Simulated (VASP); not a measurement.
# NiO (Fm-3m) in VASP: further runs

Aim: see how the results for NiO move with the level of theory and the settings. Levels: PBEsol, BLYP, PBE. Tasks: relaxation of cell and atoms, single point.

Everything below comes from runs of VASP 6.6.1. Logs are shortened: lines on timing, memory, paths and dates and some standing lists are left out, and cuts for length are marked.

### Step 1. The cell of the first run

The structure is cubic, space group Fm-3m (No. 225). Conventional cell: a = 4.172 Å, b = 4.172 Å, c = 4.172 Å, α = 90.00°, β = 90.00°, γ = 90.00°. Ni (site symmetry m-3m) has 6 O at 2.09 Å within 2.8 Å. Within 2.8 Å of O (site symmetry m-3m) lie 6 Ni at 2.09 Å.

### Step 2. Relaxation of cell and atoms, PBEsol, collinear spin, ferromagnetic start, target pressure 10 GPa, at which the enthalpy is minimised

The input, INCAR:

```
PREC     = Accurate       # precision mode
ENCUT    = 600            # plane-wave cutoff, eV
EDIFF    = 1E-7           # SCF threshold, eV
ISMEAR   = -1             # smearing method
SIGMA    = 0.05           # smearing width, eV
LREAL    = F              # projectors in reciprocal space
LASPH    = T              # aspherical terms in the spheres
NELM     = 150            # most SCF steps
ALGO     = Normal         # electronic algorithm
ISIF     = 3              # what is computed and relaxed
LWAVE    = F              # write WAVECAR
LCHARG   = F              # write CHGCAR
ISPIN    = 2              # spin polarisation
MAGMOM   = 1 0            # initial moments
LORBIT   = 11             # projections on sites
LMAXMIX  = 4              # l up to which the mixer works
GGA      = PS             # functional
IBRION   = 2              # ionic algorithm
NSW      = 60             # ionic steps
EDIFFG   = -0.01          # ionic threshold
PSTRESS  = 100.0
```

The input, KPOINTS:

```
regular mesh
0
Gamma
  11 11 11
```

The input, POSCAR:

```
NiO
1.0
    0.0000000000      2.0859016414      2.0859016414
    2.0859016414      0.0000000000      2.0859016414
    2.0859016414      2.0859016414      0.0000000000
Ni O
1 1
Direct
    0.0000000000      0.0000000000      0.0000000000
    0.5000000000      0.5000000000      0.5000000000
```

Potentials or basis: VASP PAW PBE potentials, release 64 (Ni, O).

Started as:

```sh
cat potpaw_PBE.64/Ni/POTCAR potpaw_PBE.64/O/POTCAR > POTCAR
mpirun -np 1 vasp_std > vasp.out
```

OUTCAR:

```text
PREC = Accurate
   ENCUT = 600
   EDIFF = 1E-7
   ISMEAR = -1
   LREAL = F
   LASPH = T
   NELM = 150
   ISIF = 3
   ISPIN = 2
   LORBIT = 11
   GGA = PS
   IBRION = 2
   NSW = 60
   EDIFFG = -0.01
   PSTRESS = 100.0

 ion  position               nearest neighbor table
   1  0.000  0.000  0.000-   2 2.09   2 2.09   2 2.09   2 2.09   2 2.09   2 2.09
   2  0.500  0.500  0.500-   1 2.09   1 2.09   1 2.09   1 2.09   1 2.09   1 2.09

  LATTYP: Found a face centered cubic cell.
 ALAT       =     4.1718032828

  Lattice vectors:

 A1 = (   0.0000000000,   2.0859016414,   2.0859016414)
 A2 = (   2.0859016414,   0.0000000000,   2.0859016414)
 A3 = (   2.0859016414,   2.0859016414,   0.0000000000)

Analysis of symmetry for initial positions (statically):
=====================================================================
 Subroutine PRICEL returns:
 Original cell was already a primitive cell.

 Routine SETGRP: Setting up the symmetry group for a
 face centered cubic supercell.

 Subroutine GETGRP returns: Found 48 space group operations
 (whereof 48 operations were pure point group operations)
 out of a pool of 48 trial point group operations.

The static configuration has the point symmetry O_h .

Analysis of symmetry for dynamics (positions and initial velocities):
=====================================================================
 Subroutine PRICEL returns:
 Original cell was already a primitive cell.

 Routine SETGRP: Setting up the symmetry group for a
 face centered cubic supercell.

 Subroutine GETGRP returns: Found 48 space group operations
 (whereof 48 operations were pure point group operations)
 out of a pool of 48 trial point group operations.

The dynamic configuration has the point symmetry O_h .

Analysis of structural, dynamic, and magnetic symmetry:
=====================================================================
 Subroutine PRICEL returns:
 Original cell was already a primitive cell.

 Routine SETGRP: Setting up the symmetry group for a
 face centered cubic supercell.

 Subroutine GETGRP returns: Found 48 space group operations
 (whereof 48 operations were pure point group operations)
 out of a pool of 48 trial point group operations.

The overall configuration has the point symmetry O_h .

 Subroutine INISYM returns: Found 48 space group operations
 (whereof 48 operations are pure point group operations),
 and found     1 'primitive' translations

----------------------------------------------------------------------------------------
[... 119 lines left out ...]
   LHFCALC =     F    Hartree Fock is set to
   AEXX    =    0.0000 exact exchange contribution
   IVDW    =     0    specifies the selected vdW correction
   LEPSILON=     F    determine dielectric tensor
   LRPA    =     F    only Hartree local field effects (RPA)
 conjugate gradient relaxation of ions
 spin polarized calculation
  energy-cutoff  :      600.00
  volume of cell :       18.15
 maximum number of plane-waves:       620
   NGX = 11   NGY = 11   NGZ = 11

--------------------------------------- Ionic step        1  -------------------------------------------

 number of electron      16.0000001 magnetization       1.3433725

 Free energy of the ion-electron system (eV)
  ---------------------------------------------------
  ext. energy  EPLUGINS =         0.00000000
  ---------------------------------------------------
  free energy    TOTEN  =       -12.38820840 eV

  energy without entropy =      -12.37499090  energy(sigma->0) =      -12.38159965

------------------------ aborting loop because EDIFF is reached ----------------------------------------

  FORCE on cell =-STRESS in cart. coord.  units (eV):
  Direction    XX          YY          ZZ          XY          YZ          ZX
  --------------------------------------------------------------------------------------
  -------------------------------------------------------------------------------------
  Total       -0.8913684     -0.8913684     -0.8913684      0.0000000     -0.0000000      0.0000000
  in kB      -78.6785497    -78.6785497    -78.6785497      0.0000000     -0.0000000      0.0000000
  external PRESSURE =    -178.6785497 kB  Pullay stress =     100.0000000 kB
[... 25 lines left out ...]
--------------------------------------- Ionic step        2  -------------------------------------------

 number of electron      16.0000001 magnetization       0.3714001

 E-fermi :  10.2109     XC(G=0): -13.8706

 val. band max:       10.1925934049   @ k =   0.2727   0.2727   0.0000
 cond. band min:      10.2270120507   @ k =  -0.4545   0.2727   0.0000
 fundamental gap:      0.0344186458
 Fermi energy:        10.2109263159

 spin component 1

 k-point     1 :       0.0000    0.0000    0.0000
  band No.  band energies     occupation
      1     -11.8471      1.00000
      2       6.3479      1.00000
      3       6.3479      1.00000
      4       6.3479      1.00000
      5       7.6710      1.00000
      6       7.6710      1.00000
      7       7.6710      1.00000
      8       7.9038      1.00000
      9       7.9038      1.00000
     10      12.6271      0.00000
     11      28.2000      0.00000
     12      30.2853      0.00000
[... 832 lines left out ...]
--------------------------------------- Ionic step        4  -------------------------------------------

 number of electron      16.0000006 magnetization       0.3777952

 Free energy of the ion-electron system (eV)
  ---------------------------------------------------
  ext. energy  EPLUGINS =         0.00000000
  ---------------------------------------------------
  free energy    TOTEN  =       -12.38544210 eV

  energy without entropy =      -12.37522221  energy(sigma->0) =      -12.38033215

 E-fermi :   9.2537     XC(G=0): -13.5327

 val. band max:        9.2269874173   @ k =  -0.3636   0.3636   0.0000
 cond. band min:       9.2558442055   @ k =   0.3636   0.2727   0.0909
 fundamental gap:      0.0288567882
 Fermi energy:         9.2537116640

 spin component 1

 k-point     1 :       0.0000    0.0000    0.0000
  band No.  band energies     occupation
      1     -12.1698      1.00000
      2       5.6740      1.00000
      3       5.6740      1.00000
      4       5.6740      1.00000
      5       6.9549      1.00000
      6       6.9549      1.00000
      7       6.9549      1.00000
      8       7.1316      1.00000
      9       7.1316      1.00000
     10      11.3324      0.00000
     11      27.1382      0.00000
     12      28.9166      0.00000
[... 790 lines left out ...]
  energy  without entropy=      -12.3752222094  energy(sigma->0) =      -12.38033215

  enthalpy is  TOTEN    =       -11.3551235185 eV   P V=        1.0303185805

 reached required accuracy - stopping structural energy minimisation

 total charge

# of ion       s       p       d       tot
------------------------------------------
    1        0.367   0.479   8.416   9.262
    2        1.563   3.400   0.000   4.963
--------------------------------------------------
tot          1.930   3.879   8.416  14.225

 magnetization (x)

# of ion       s       p       d       tot
------------------------------------------
    1        0.005   0.005   0.314   0.324
    2        0.009   0.036   0.000   0.045
--------------------------------------------------
tot          0.014   0.041   0.314   0.368
```

Wall time 56 s (1 thread of Intel Xeon Platinum 8488C (Sapphire Rapids), shared host); peak memory 0.17 GiB.

Results:

- Free energy: -12.3854 eV
- Relaxed volume: 8.25 Å³/atom
- Relaxed cell: a = 2.858 Å, b = 2.858 Å, c = 2.858 Å, α = 60.00°, β = 60.00°, γ = 60.00°
- Space group after relaxing (to 0.05 Å): Fm-3m (No. 225)
- Energy change on relaxing (the enthalpy is what falls): +1.4 meV/atom
- Ionic steps: 4
- Pressure after relaxing: 10.0 GPa
- Net moment: 0.38 μB per cell
- Site moments: Ni +0.32; O +0.04 μB
- Valence electrons inside the program's atomic spheres: Ni 9.26; O 4.96

Step by step:
```tsv
step	energy change (eV)	largest force (eV/Å)	pressure (GPa)	volume (Å³)
1	0.0000	0.0000	-7.87	18.15
2	0.1045	0.0000	27.64	15.62
3	0.0002	0.0000	9.22	16.55
4	0.0028	0.0000	9.95	16.51
```

Final structure:
```cif
data_structure
_symmetry_space_group_name_H-M 'P 1'
_symmetry_Int_Tables_number 1
_cell_length_a 2.8580
_cell_length_b 2.8580
_cell_length_c 2.8580
_cell_angle_alpha 60.000
_cell_angle_beta 60.000
_cell_angle_gamma 60.000
_cell_volume 16.51
loop_
_atom_site_label
_atom_site_type_symbol
_atom_site_fract_x
_atom_site_fract_y
_atom_site_fract_z
_atom_site_occupancy
Ni1 Ni 0.00000 0.00000 0.00000 1
O1 O 0.50000 0.50000 0.50000 1
```

Levels at points of the mesh, in eV from the Fermi level:
Spin up:
```csv
k point,band 4,band 5,band 6,band 7,band 8,band 9,band 10,band 11,band 12,band 13
"(0.00, 0.00, 0.00)",-3.58,-2.30,-2.30,-2.30,-2.12,-2.12,2.08,17.88,19.66,19.66
```
Spin down:
```
           k point  band 5  band 6  band 7  band 8  band 9  band 10  band 11  band 12
(0.00, 0.00, 0.00)   -2.10   -2.10   -2.10   -1.61   -1.61     2.16    17.89    19.73
```

Caveat: the cell is relaxed towards a set pressure, so the enthalpy falls and the energy may rise; the PAW data sets were made with another functional, which shifts forces and pressure a little; semilocal functionals often make such compounds metallic where correlation or magnetic order opens a gap, which also shifts bond lengths. With open d or f shells a metallic result of PBEsol can be an artefact of self-interaction; +U or a hybrid may open a gap.

### Step 3. Relaxation of cell and atoms, PBEsol, collinear spin, ferromagnetic start, target pressure 20 GPa, at which the enthalpy is minimised

The input, INCAR:

```
ALGO = Normal ; EDIFF = 1E-7
EDIFFG = -0.01 ; ENCUT = 600
GGA = PS ; IBRION = 2
ISIF = 3 ; ISMEAR = -1
ISPIN = 2 ; LASPH = T
LCHARG = F ; LMAXMIX = 4
LORBIT = 11 ; LREAL = F
LWAVE = F ; MAGMOM = 1 0
NELM = 150 ; NSW = 60
PREC = Accurate ; PSTRESS = 200.0
SIGMA = 0.05
```

The input, KPOINTS:

```
k-points
0
Gamma
  11 11 11
```

POSCAR is that of step 2.

Potentials or basis: VASP PAW PBE potentials, release 64 (Ni, O).

Started as:

```sh
cat potpaw_PBE.64/Ni/POTCAR potpaw_PBE.64/O/POTCAR > POTCAR
mpirun -np 1 vasp_std > vasp.out
```

It took 56 s on 1 thread of Intel Xeon Platinum 8488C (Sapphire Rapids), shared host; peak memory 0.17 GiB.

Results (log left out):

```yaml
Free_energy: -12.3365 eV
Relaxed_volume: 7.99 Å³/atom
Relaxed_cell: a = 2.827 Å, b = 2.827 Å, c = 2.827 Å, α = 60.00°, β = 60.00°, γ = 60.00°
Space_group_after_relaxing_to_0.05_Å: Fm-3m (No. 225)
Energy_change_on_relaxing_the_enthalpy_is_what_falls: +25.8 meV/atom
Ionic_steps: 4
Pressure_after_relaxing: 19.9 GPa
Net_moment: 0.37 μB per cell
Site_moments: Ni +0.32; O +0.05 μB
Valence_electrons_inside_the_program's_atomic_spheres: Ni 9.34; O 4.98
```

Step by step:
```
step  energy change (eV)  largest force (eV/Å)  pressure (GPa)  volume (Å³)
   1              0.0000                0.0000           -7.87        18.15
   2              0.4745                0.0000           65.80        14.31
   3              0.0467                0.0000           19.11        16.02
   4              0.0517                0.0000           19.91        15.98
```

Final structure:
```
Ni O
1.0
     0.00000    1.99905    1.99905
     1.99905    0.00000    1.99905
     1.99905    1.99905    0.00000
Ni O
1 1
Direct
  0.00000 0.00000 0.00000
  0.50000 0.50000 0.50000
```

Levels at points of the mesh, in eV from the Fermi level:
Spin up:
| k point | band 5 | band 6 | band 7 | band 8 | band 9 | band 10 | band 11 | band 12 |
| --- | --- | --- | --- | --- | --- | --- | --- | --- |
| (0.00, 0.00, 0.00) | -2.44 | -2.44 | -2.44 | -2.23 | -2.23 | 2.27 | 17.95 | 19.90 |
Spin down:
```csv
k point,band 6,band 7,band 8,band 9,band 10,band 11
"(0.00, 0.00, 0.00)",-2.24,-2.24,-1.73,-1.73,2.35,17.95
```

Caveat: the cell is relaxed towards a set pressure, so the enthalpy falls and the energy may rise; the PAW data sets were made with another functional, which shifts forces and pressure a little; semilocal functionals often make such compounds metallic where correlation or magnetic order opens a gap, which also shifts bond lengths. With open d or f shells a metallic result of PBEsol can be an artefact of self-interaction; +U or a hybrid may open a gap.

(Continued in part 2 of 2.)
